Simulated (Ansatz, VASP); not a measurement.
# One calculation of ZnS, two programs

```
CELL_PARAMETERS angstrom
3.88574 0.00000 0.00000
-1.94287 3.36515 0.00000
0.00000 0.00000 6.35627
ATOMIC_POSITIONS crystal
Zn 0.33333 0.66667 0.00000
Zn 0.66667 0.33333 0.50000
S 0.33333 0.66667 0.38500
S 0.66667 0.33333 0.88500
```

Change from the starting cell: volume scaled by 1.06.

Alike in both runs: task single point; functional PBE; k mesh 8 × 8 × 5; occupations fermi-dirac, width 0.03 eV; no spin polarisation.

|  | VASP | Ansatz |
| --- | --- | --- |
| version | VASP 6.6.1 | Ansatz 0.2.0 |
| potentials or method | VASP PAW PBE potentials, release 64 (Zn, S), cutoff 520 eV | all-electron LAPW, scalar-relativistic |

Ansatz gave:

- gap on the k mesh at the Fermi level (eV): 1.98
- pressure (GPa): -1.7
- traceless stress, the component that is largest in VASP (GPa): -0.82
- rms of the force components (eV/Å): 0.147

Problem. Estimate VASP's values.

Solution. gap on the k mesh at the Fermi level (eV): 1.98; pressure (GPa): -1.6; traceless stress, the component that is largest in VASP (GPa): -0.84; rms of the force components (eV/Å): 0.148.

Atom by atom the forces differ by 0.002 eV/Å (rms over components). Ansatz ran all-electron here, and VASP with PAW potentials.
